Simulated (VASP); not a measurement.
# KF in VASP: a series of runs, part 2 of 2

VASP 6.6.1. Earlier steps stand in the parts before.

### Step 3. Single point, r2SCAN (uniaxial z strain -0.4%)

Contents of POSCAR:

```
KF
1.0
    3.1788707423      0.0000000000      0.0000000000
    0.0000000000      3.1788707423      0.0000000000
    0.0000000000      0.0000000000      3.1674268076
K F
1 1
Direct
    0.0000000000      0.0000000000      0.0000000000
    0.5000000000      0.5000000000      0.5000000000
```

Contents of INCAR.step1:

```
SYSTEM = KF
  PREC = Accurate
  ENCUT = 520
  ISMEAR = 0
  SIGMA = 0.01
  LREAL = .False.
  LASPH = .True.
  NELM = 100
  NBANDS = 15
  GGA = PE
  ALGO = Normal
  EDIFF = 1E-4
  LWAVE = .True.
  LCHARG = .False.
```

Contents of INCAR.step2:

```
SYSTEM = KF
  PREC = Accurate
  ENCUT = 520
  EDIFF = 1E-6
  ISMEAR = 0
  SIGMA = 0.01
  LREAL = .False.
  LASPH = .True.
  NELM = 100
  ALGO = Normal
  ISIF = 2
  LWAVE = .False.
  LCHARG = .False.
  METAGGA = R2SCAN
  LMIXTAU = .True.
  NBANDS = 15
  ISTART = 1
```

Contents of KPOINTS:

```
Automatic mesh
0
Gamma
  8 8 8
  0 0 0
```

Potentials or basis: VASP PAW PBE potentials, release 64 (K_sv, F).

The run is started by

```bash
cat potpaw_PBE.64/K_sv/POTCAR potpaw_PBE.64/F/POTCAR > POTCAR
cp INCAR.step1 INCAR
mpirun -np 1 vasp_std > vasp.out
cp INCAR.step2 INCAR
mpirun -np 1 vasp_std > vasp.out
```

OUTCAR:

```text
SYSTEM = KF
   PREC = Accurate
   ENCUT = 520
   EDIFF = 1E-6
   ISMEAR = 0
   LREAL = .False.
   LASPH = .True.
   NELM = 100
   ISIF = 2
   METAGGA = R2SCAN
   ISTART = 1

 ion  position               nearest neighbor table
   1  0.000  0.000  0.000-   2 2.75   2 2.75   2 2.75   2 2.75   2 2.75   2 2.75   2 2.75   2 2.75

   2  0.500  0.500  0.500-   1 2.75   1 2.75   1 2.75   1 2.75   1 2.75   1 2.75   1 2.75   1 2.75

  LATTYP: Found a simple tetragonal cell.
 ALAT       =     3.1788707423
 C/A-ratio  =     0.9964000000

  Lattice vectors:

 A1 = (   3.1788707423,   0.0000000000,   0.0000000000)
 A2 = (   0.0000000000,   3.1788707423,   0.0000000000)
 A3 = (   0.0000000000,   0.0000000000,   3.1674268076)

Analysis of symmetry for initial positions (statically):
=====================================================================
 Subroutine PRICEL returns:
 Original cell was already a primitive cell.

 Routine SETGRP: Setting up the symmetry group for a
 simple tetragonal supercell.

 Subroutine GETGRP returns: Found 16 space group operations
 (whereof 16 operations were pure point group operations)
 out of a pool of 16 trial point group operations.

The static configuration has the point symmetry D_4h.

Analysis of symmetry for dynamics (positions and initial velocities):
=====================================================================
 Subroutine PRICEL returns:
 Original cell was already a primitive cell.

 Routine SETGRP: Setting up the symmetry group for a
 simple tetragonal supercell.

 Subroutine GETGRP returns: Found 16 space group operations
 (whereof 16 operations were pure point group operations)
 out of a pool of 16 trial point group operations.

The dynamic configuration has the point symmetry D_4h.

 Subroutine INISYM returns: Found 16 space group operations
 (whereof 16 operations are pure point group operations),
 and found     1 'primitive' translations

----------------------------------------------------------------------------------------

                                     Primitive cell

  volume of cell :      32.0075

  direct lattice vectors                    reciprocal lattice vectors
     3.178870742  0.000000000  0.000000000     0.314577119  0.000000000  0.000000000
     0.000000000  3.178870742  0.000000000     0.000000000  0.314577119  0.000000000
     0.000000000  0.000000000  3.167426808     0.000000000  0.000000000  0.315713688

  length of vectors
     3.178870742  3.178870742  3.167426808     0.314577119  0.314577119  0.315713688

  position of ions in fractional coordinates (direct lattice)
     0.000000000  0.000000000  0.000000000
     0.500000000  0.500000000  0.500000000

  ion indices of the primitive-cell ions
   primitive index   ion index
                 1           1
                 2           2

----------------------------------------------------------------------------------------

 KPOINTS: Automatic mesh

Automatic generation of k-mesh.
 Grid dimensions read from file:
 generate k-points for:    8    8    8

 Generating k-lattice:

[... 42 lines left out ...]
 [... further k-points ...]
   k-points           NKPTS =     75   k-points in BZ     NKDIM =     75   number of bands    NBANDS=     15
   number of dos      NEDOS =    301   number of ions     NIONS =      2
   total plane-waves  NPLWV =  13824
   dimension x,y,z NGX =    24 NGY =   24 NGZ =   24
   dimension x,y,z NGXF=    48 NGYF=   48 NGZF=   48
   ions per type =               1   1
   NGX,Y,Z   is equivalent  to a cutoff of  12.55, 12.55, 12.60 a.u.
   NGXF,Y,Z  is equivalent  to a cutoff of  25.10, 25.10, 25.19 a.u.
 SYSTEM =  KF
   PREC   = accura    normal or accurate (medium, high low for compatibility)
   ISTART =      1    job   : 0-new  1-cont  2-samecut
   ICHARG =      0    charge: 1-file 2-atom 10-const
   ISPIN  =      1    spin polarized calculation?
   LNONCOLLINEAR =      F non collinear calculations
   LSORBIT =      F    spin-orbit coupling
   LASPH  =      T    aspherical Exc in radial PAW
   ENCUT  =  520.0 eV  38.22 Ry    6.18 a.u.   5.91  5.91  5.89*2*pi/ulx,y,z
   NELM   =    100;   NELMIN=  2; NELMDL=  0     # of ELM steps
   EDIFF  = 0.1E-05   stopping-criterion for ELM
   LREAL  =      F    real-space projection
   EDIFFG = 0.1E-04   stopping-criterion for IOM
   NSW    =      0    number of steps for IOM
   IBRION =     -1    ionic relax: 0-MD 1-quasi-New 2-CG
   NFREE  =      0    steps in history (QN), initial steepest desc. (CG)
   ISIF   =      2    stress and relaxation
   ISYM   =      2    0-nonsym 1-usesym 2-fastsym
   POTIM  = 0.5000    time-step for ionic-motion
   TEBEG  =    0.0;   TEEND  =   0.0 temperature during run
   PSTRESS=    0.0 pullay stress
   NELECT =      16.0000    total number of electrons
   NUPDOWN=      -1.0000    fix difference up-down
   EMIN   =  10.00;   EMAX   =-10.00  energy-range for DOS
   EFERMI =   0.00;   METHOD = LEGACY
   ISMEAR =     0;   SIGMA  =   0.01  broadening in eV -4-tet -1-fermi 0-gaus
   EFERMI_NEDOS =   21; number of points for ismear=-14 and -15
   IALGO  =     38    algorithm
   IMIX   =      4    mixing-type and parameters
     AMIX     =   0.40;   BMIX     =  1.00
     AMIX_MAG =   1.60;   BMIX_MAG =  1.00
  volume/ion in A,a.u.               =      16.00       108.00
  Fermi-wavevector in a.u.,A,eV,Ry     =   1.299264  2.455253 22.967815  1.688087
  Thomas-Fermi vector in A             =   2.430539
   LORBIT       =      0    0 simple, 1 ext, 2 COOP (PROOUT), +10 PAW based schemes
   METAGGA = R2SCAN    functional components
   LHFCALC =     F    Hartree Fock is set to
   AEXX    =    0.0000 exact exchange contribution
   IVDW    =     0    specifies the selected vdW correction
   LEPSILON=     F    determine dielectric tensor
   LRPA    =     F    only Hartree local field effects (RPA)
 non-spin polarized calculation
 Gauss-broadening in eV      SIGMA  =   0.01
  energy-cutoff  :      520.00
  volume of cell :       32.01
 maximum number of plane-waves:       904
 NGX is ok and might be reduce to    24
   NGX = 11   NGY = 11   NGZ = 11

 number of electron      15.9999985 magnetization

 Free energy of the ion-electron system (eV)
  ---------------------------------------------------
  ext. energy  EPLUGINS =         0.00000000
  ---------------------------------------------------
  free energy    TOTEN  =       -14.85936951 eV

  energy without entropy =      -14.85936951  energy(sigma->0) =      -14.85936951

 E-fermi :  -2.1788     XC(G=0):  -9.9221

 val. band max:       -2.3228446712   @ k =   0.5000   0.5000   0.0000
 cond. band min:       5.4259671018   @ k =   0.0000   0.0000   0.0000
 fundamental gap:      7.7488117730
 Fermi energy:        -2.1787885262

 k-point     1 :       0.0000    0.0000    0.0000
  band No.  band energies     occupation
      1     -30.1860      2.00000
      2     -22.4271      2.00000
      3     -12.3521      2.00000
      4     -12.3521      2.00000
      5     -12.3411      2.00000
      6      -2.3679      2.00000
      7      -2.3679      2.00000
      8      -2.3549      2.00000
      9       5.4260      0.00000
     10       6.7638      0.00000
     11       6.7741      0.00000
     12      12.9010      0.00000
     13      12.9269      0.00000
     14      12.9269      0.00000
[... 401 lines left out ...]
      2     -22.4465      2.00000
      3     -13.1665      2.00000
      4     -12.3872      2.00000
      5     -12.3373      2.00000
      6      -3.4340      2.00000
      7      -2.6607      2.00000
      8      -2.4875      2.00000
      9       8.3649      0.00000
     10       8.8606      0.00000
     11       9.2357      0.00000
     12      10.7419      0.00000
     13      12.2881      0.00000
     14      12.6749      0.00000
     15      16.2238      0.00000

 [... further k-points ...]

------------------------ aborting loop because EDIFF is reached ----------------------------------------

  FORCE on cell =-STRESS in cart. coord.  units (eV):
  Direction    XX          YY          ZZ          XY          YZ          ZX
  --------------------------------------------------------------------------------------
  -------------------------------------------------------------------------------------
  Total        0.0106099      0.0106099      0.0782516      0.0000000      0.0000000      0.0000000
  in kB        0.5310918      0.5310918      3.9169833      0.0000000      0.0000000      0.0000000
  external PRESSURE =       1.6597223 kB  Pullay stress =       0.0000000 kB

 VOLUME and BASIS-vectors are now :
 -----------------------------------------------------------------------------
  energy-cutoff  :      520.00
  volume of cell :       32.01
      direct lattice vectors                 reciprocal lattice vectors
     3.178870742  0.000000000  0.000000000     0.314577119  0.000000000  0.000000000
     0.000000000  3.178870742  0.000000000     0.000000000  0.314577119  0.000000000
     0.000000000  0.000000000  3.167426808     0.000000000  0.000000000  0.315713688

 POSITION                                       TOTAL-FORCE (eV/Angst)
 -----------------------------------------------------------------------------------
      0.00000      0.00000      0.00000         0.000000      0.000000      0.000000
      1.58944      1.58944      1.58371         0.000000      0.000000      0.000000
 -----------------------------------------------------------------------------------
    total drift:                                0.000000      0.000000     -0.000000

  FREE ENERGIE OF THE ION-ELECTRON SYSTEM (eV)
  ---------------------------------------------------
  free  energy   TOTEN  =       -14.8593695091 eV

  energy  without entropy=      -14.8593695091  energy(sigma->0) =      -14.85936951
```

It took 33 s on 1 thread of Intel Xeon 6975P-C (Granite Rapids), shared host; peak memory 0.16 GiB.

Results:

| Item | Value |
| --- | --- |
| Free energy | -14.8594 eV |
| Pressure | 0.2 GPa |
| Band gap on the k mesh | 7.75 eV (least direct gap 7.78 eV) |

Levels at points of the mesh, in eV from the valence-band top:
| k point | band 6 | band 7 | band 8 | band 9 | band 10 | band 11 |
| --- | --- | --- | --- | --- | --- | --- |
| (0.00, 0.00, 0.00) | -0.05 | -0.05 | -0.03 | 7.75 | 9.09 | 9.10 |
| (0.50, 0.00, 0.00) | -1.30 | -0.20 | -0.18 | 10.17 | 10.74 | 12.67 |
| (0.50, 0.50, 0.00) | -0.63 | -0.63 | 0.00 | 9.51 | 10.06 | 13.10 |
| (0.00, 0.00, 0.50) | -1.30 | -0.19 | -0.19 | 10.19 | 10.77 | 12.69 |
| (0.50, 0.00, 0.50) | -0.64 | -0.63 | -0.01 | 9.47 | 10.07 | 13.04 |
| (0.50, 0.50, 0.50) | -1.17 | -1.17 | -1.17 | 11.63 | 11.63 | 11.67 |

Caveat: the cell differs from its parent crystal (uniaxial z strain -0.4%); the PAW data sets were made with another functional, which shifts forces and pressure a little.

### Step 4. Single point, PBE (biaxial xy strain -2.3%)

Contents of INCAR:

```
SYSTEM = KF
PREC = Accurate
ENCUT = 520
EDIFF = 1E-6
ISMEAR = -1
SIGMA = 0.02
LREAL = .False.
LASPH = .True.
NELM = 100
ALGO = Normal
ISIF = 2
LWAVE = .False.
LCHARG = .False.
GGA = PE
NBANDS = 15
```

Contents of KPOINTS:

```
regular mesh
0
Gamma
  8 8 8
  0 0 0
```

Contents of POSCAR:

```
KF
1.0
    3.1051209410      0.0000000000      0.0000000000
    0.0000000000      3.1051209410      0.0000000000
    0.0000000000      0.0000000000      3.1788707423
K F
1 1
Direct
    0.0000000000      0.0000000000      0.0000000000
    0.5000000000      0.5000000000      0.5000000000
```

The run is started by

```bash
cat potpaw_PBE.64/K_sv/POTCAR potpaw_PBE.64/F/POTCAR > POTCAR
mpirun -np 1 vasp_std > vasp.out
```

Run time: 8.6 s. Hardware: 1 thread of Intel Xeon 6975P-C (Granite Rapids), shared host; peak memory 0.15 GiB.

It converged, with:

- Free energy: -8.0240 eV
- Pressure: 5.5 GPa
- Band gap on the k mesh: 7.14 eV (least direct gap 7.16 eV)

Stress tensor (GPa, compression positive):
```
6.25 0.00 0.00
0.00 6.25 0.00
0.00 0.00 3.95
```

Levels at points of the mesh, in eV from the valence-band top:
```tsv
k point	band 5	band 6	band 7	band 8	band 9	band 10	band 11	band 12
(0.00, 0.00, 0.00)	-9.63	-0.11	-0.03	-0.03	7.14	8.36	8.41	14.50
(0.50, 0.00, 0.00)	-9.47	-1.43	-0.31	-0.18	9.53	10.22	12.14	12.89
(0.50, 0.50, 0.00)	-9.41	-0.67	-0.67	-0.08	8.61	9.45	12.14	12.14
(0.00, 0.00, 0.50)	-9.49	-1.42	-0.21	-0.21	9.42	10.01	12.02	13.20
(0.50, 0.00, 0.50)	-9.37	-0.68	-0.64	0.00	8.83	9.34	12.33	12.52
(0.50, 0.50, 0.50)	-10.32	-1.30	-1.30	-1.28	10.79	11.07	11.07	16.39
```

Caveat: the cell differs from its parent crystal (biaxial xy strain -2.3%); the cell stands under pressure. A k mesh can miss the band edges.

### Step 5. Single point, HSE06 (biaxial xy strain -2.3%)

POSCAR is that of step 4.

Contents of INCAR.step1:

```
PREC = Accurate
ENCUT = 520
EDIFF = 1E-5
ISMEAR = 0
SIGMA = 0.01
LREAL = False
LASPH = True
NELM = 100
ALGO = Normal
ISIF = 2
LWAVE = True
LCHARG = False
NBANDS = 15
GGA = PE
```

Contents of INCAR.step2:

```
PREC = Accurate
ENCUT = 520
EDIFF = 1E-6
ISMEAR = 0
SIGMA = 0.01
LREAL = False
LASPH = True
NELM = 100
ALGO = Normal
ISIF = 2
LWAVE = False
LCHARG = False
GGA = PE
LHFCALC = True
HFSCREEN = 0.2079
PRECFOCK = Normal
NBANDS = 15
ISTART = 1
```

Contents of KPOINTS:

```
regular mesh
0
Gamma
  6 6 6
```

Potentials or basis: VASP PAW PBE potentials, release 64 (K_sv, F).

The run is started by

```bash
cat potpaw_PBE.64/K_sv/POTCAR potpaw_PBE.64/F/POTCAR > POTCAR
cp INCAR.step1 INCAR
mpirun -np 1 vasp_std > vasp.out
cp INCAR.step2 INCAR
mpirun -np 1 vasp_std > vasp.out
```

OUTCAR:

```text
PREC = Accurate
   ENCUT = 520
   EDIFF = 1E-6
   ISMEAR = 0
   LREAL = False
   LASPH = True
   NELM = 100
   ISIF = 2
   GGA = PE
   LHFCALC = True
   HFSCREEN = 0.2079
   PRECFOCK = Normal
   ISTART = 1

 ion  position               nearest neighbor table
   1  0.000  0.000  0.000-   2 2.71   2 2.71   2 2.71   2 2.71   2 2.71   2 2.71   2 2.71   2 2.71

   2  0.500  0.500  0.500-   1 2.71   1 2.71   1 2.71   1 2.71   1 2.71   1 2.71   1 2.71   1 2.71

  LATTYP: Found a simple tetragonal cell.
 ALAT       =     3.1051209410
 C/A-ratio  =     1.0237510238

  Lattice vectors:

 A1 = (   3.1051209410,   0.0000000000,   0.0000000000)
 A2 = (   0.0000000000,   3.1051209410,   0.0000000000)
 A3 = (   0.0000000000,   0.0000000000,   3.1788707423)

Analysis of symmetry for initial positions (statically):
=====================================================================
 Subroutine PRICEL returns:
 Original cell was already a primitive cell.

 Routine SETGRP: Setting up the symmetry group for a
 simple tetragonal supercell.

 Subroutine GETGRP returns: Found 16 space group operations
 (whereof 16 operations were pure point group operations)
[... 188 lines left out ...]
      7      -3.2207      2.00000
      8      -3.2207      2.00000
      9       6.0632      0.00000
     10       7.4303      0.00000
     11       7.5008      0.00000
     12      14.0395      0.00000
     13      14.0395      0.00000
     14      14.2294      0.00000
[... 401 lines left out ...]
      2     -23.7499      2.00000
      3     -14.1133      2.00000
      4     -13.7633      2.00000
      5     -12.7216      2.00000
      6      -4.0717      2.00000
      7      -3.7747      2.00000
      8      -3.2492      2.00000
      9       8.4807      0.00000
     10       8.5745      0.00000
     11      11.8643      0.00000
     12      12.3664      0.00000
     13      12.4196      0.00000
     14      14.2564      0.00000
     15      17.3008      0.00000

 [... further k-points ...]

------------------------ aborting loop because EDIFF is reached ----------------------------------------

  FORCE on cell =-STRESS in cart. coord.  units (eV):
  Direction    XX          YY          ZZ          XY          YZ          ZX
  --------------------------------------------------------------------------------------
  -------------------------------------------------------------------------------------
  Total        0.9374885      0.9374885      0.4856391      0.0000000      0.0000000      0.0000000
  in kB       49.0057008     49.0057008     25.3860026      0.0000000      0.0000000      0.0000000
  external PRESSURE =      41.1324681 kB  Pullay stress =       0.0000000 kB

 VOLUME and BASIS-vectors are now :
 -----------------------------------------------------------------------------
  energy-cutoff  :      520.00
  volume of cell :       30.65
      direct lattice vectors                 reciprocal lattice vectors
     3.105120941  0.000000000  0.000000000     0.322048648  0.000000000  0.000000000
     0.000000000  3.105120941  0.000000000     0.000000000  0.322048648  0.000000000
     0.000000000  0.000000000  3.178870742     0.000000000  0.000000000  0.314577119

 POSITION                                       TOTAL-FORCE (eV/Angst)
 -----------------------------------------------------------------------------------
      0.00000      0.00000      0.00000         0.000000      0.000000      0.000000
      1.55256      1.55256      1.58944         0.000000      0.000000      0.000000
 -----------------------------------------------------------------------------------
    total drift:                                0.000000     -0.000000     -0.000000

  FREE ENERGIE OF THE ION-ELECTRON SYSTEM (eV)
  ---------------------------------------------------
  free  energy   TOTEN  =        -9.7342856851 eV

  energy  without entropy=       -9.7342856851  energy(sigma->0) =       -9.73428569
```

OSZICAR.step1:

```text
N       E                     dE             d eps       ncg     rms          rms(c)
DAV:   1     0.106805268301E+03    0.10681E+03   -0.83793E+03  1200   0.107E+03
DAV:   2    -0.543273321153E+01   -0.11224E+03   -0.10530E+03  1585   0.296E+02
DAV:   3    -0.913132834661E+01   -0.36986E+01   -0.36884E+01  1553   0.464E+01
DAV:   4    -0.920923190177E+01   -0.77904E-01   -0.77892E-01  1633   0.632E+00
DAV:   5    -0.921114185138E+01   -0.19099E-02   -0.19099E-02  1695   0.717E-01    0.613E+00
DAV:   6    -0.808366464935E+01    0.11275E+01   -0.25935E+00  1277   0.144E+01    0.446E+00
DAV:   7    -0.804414227486E+01    0.39522E-01   -0.69097E-02  1498   0.231E+00    0.237E+00
DAV:   8    -0.802333286035E+01    0.20809E-01   -0.37088E-02  1445   0.202E+00    0.319E-01
DAV:   9    -0.802386312860E+01   -0.53027E-03   -0.27489E-03  1672   0.521E-01    0.108E-01
DAV:  10    -0.802399494441E+01   -0.13182E-03   -0.35750E-04  1452   0.196E-01    0.763E-02
DAV:  11    -0.802402468864E+01   -0.29744E-04   -0.38021E-05  1426   0.685E-02    0.197E-02
DAV:  12    -0.802402044565E+01    0.42430E-05   -0.60741E-06  1154   0.311E-02
   1 F= -.80240204E+01 E0= -.80240204E+01  d E =-.173687E-13
```

Wall time 20 min (1 thread of Intel Xeon 6975P-C (Granite Rapids), shared host); peak memory 0.27 GiB.

Results:

```yaml
Free_energy: -9.7343 eV
Pressure: 4.1 GPa
Band_gap_on_the_k_mesh: 9.27 eV (least direct gap 9.28 eV)
```

Levels at points of the mesh, in eV from the valence-band top:
```
           k point  band 4  band 5  band 6  band 7  band 8  band 9  band 10  band 11  band 12  band 13
(0.00, 0.00, 0.00)   -9.77   -9.77   -0.10   -0.02   -0.02    9.27    10.63    10.70    17.24    17.24
(0.50, 0.00, 0.00)   -9.67   -9.59   -1.46   -0.30   -0.18   11.91    12.54    14.41    15.50    15.65
(0.50, 0.50, 0.00)  -10.93   -9.54   -0.69   -0.69   -0.08   10.90    11.75    14.67    14.67    18.29
(0.00, 0.00, 0.50)   -9.62   -9.62   -1.44   -0.20   -0.20   11.80    12.31    14.29    15.83    15.83
(0.50, 0.00, 0.50)  -10.83   -9.49   -0.69   -0.65    0.00   11.14    11.64    14.88    15.07    18.00
(0.50, 0.50, 0.50)  -10.63  -10.49   -1.33   -1.33   -1.30   13.22    13.52    13.52    18.77    19.03
```

Caveat: the cell differs from its parent crystal (biaxial xy strain -2.3%); the cell stands under pressure; the PAW data sets were made with another functional, which shifts forces and pressure a little.

### Step 6. Summary

```csv
level,cell,k mesh,smearing,grid for exact exchange (PRECFOCK),share of exact exchange,screening parameter,gap on the mesh (eV),pressure (GPa)
PBE,"a = 3.194 Å, angles 89.5°, 2 atoms",8 × 8 × 8,fermi-dirac 0.02 eV,-,-,-,6.69,2.4
r2SCAN,"a = 3.179, b = 3.179, c = 3.167 Å, 2 atoms",8 × 8 × 8,gaussian 0.01 eV,-,-,-,7.75,0.2
PBE,"a = 3.105, b = 3.105, c = 3.179 Å, 2 atoms",8 × 8 × 8,fermi-dirac 0.02 eV,-,-,-,7.14,5.5
HSE06,"a = 3.105, b = 3.105, c = 3.179 Å, 2 atoms",6 × 6 × 6,gaussian 0.01 eV,Normal,0.25,0.2079 1/Å,9.27,4.1
```

Alike in all rows: task single point; potentials or basis VASP PAW PBE potentials, release 64 (K_sv, F); no spin polarisation; cutoff (eV) 520.

Caveats: the PAW data sets were made with another functional, which shifts forces and pressure a little (at least some runs); the cell stands under pressure (at least some runs).

Absolute energies hang on the potentials; compare differences alone.
